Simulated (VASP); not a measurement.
Crystal: V.

```xyz
1
Lattice="-1.5144 1.5144 1.5144 1.5144 -1.5144 1.5144 1.5144 1.5144 -1.5144" Properties=species:S:1:pos:R:3 pbc="T T T"
V     0.0000    0.0000    0.0000
```

| Property | Result |
| --- | --- |
| Program | VASP 6.6.1 |
| Task | relaxation of cell and atoms |
| Functional | PBE |
| Potentials or basis | VASP PAW PBE potentials, release 64 (V_sv) |
| Cutoff | 600 eV |
| k mesh | 12 × 12 × 12 |
| Occupations | fermi-dirac, width 0.05 eV |
| Spin | collinear spin, ferromagnetic start |
| Starting moments | [2.0] μB |

At the start: pressure -5.2 GPa; volume 13.89 Å³/atom.

Problem. How do energy, volume and symmetry change on relaxing?

Solution. Over 3 steps the energy falls by 7.0 meV/atom and the volume is 13.47 Å³/atom (-3.0 %); space group Im-3m (No. 229, to 0.1 Å) before and after; moment 0.00 μB per cell.

The path:
| step | energy change (eV) | largest force (eV/Å) | pressure (GPa) | volume (Å³) |
| --- | --- | --- | --- | --- |
| 1 | 0.0000 | 0.0000 | -5.21 | 13.89 |
| 2 | 0.0026 | 0.0000 | 6.97 | 13.00 |
| 3 | -0.0070 | 0.0000 | -0.03 | 13.47 |

Final structure:
```xyz
1
Lattice="-1.4989 1.4989 1.4989 1.4989 -1.4989 1.4989 1.4989 1.4989 -1.4989" Properties=species:S:1:pos:R:3 pbc="T T T"
V     0.0000    0.0000    0.0000
```

Caveat: the moments typed at the start vanished in this run.
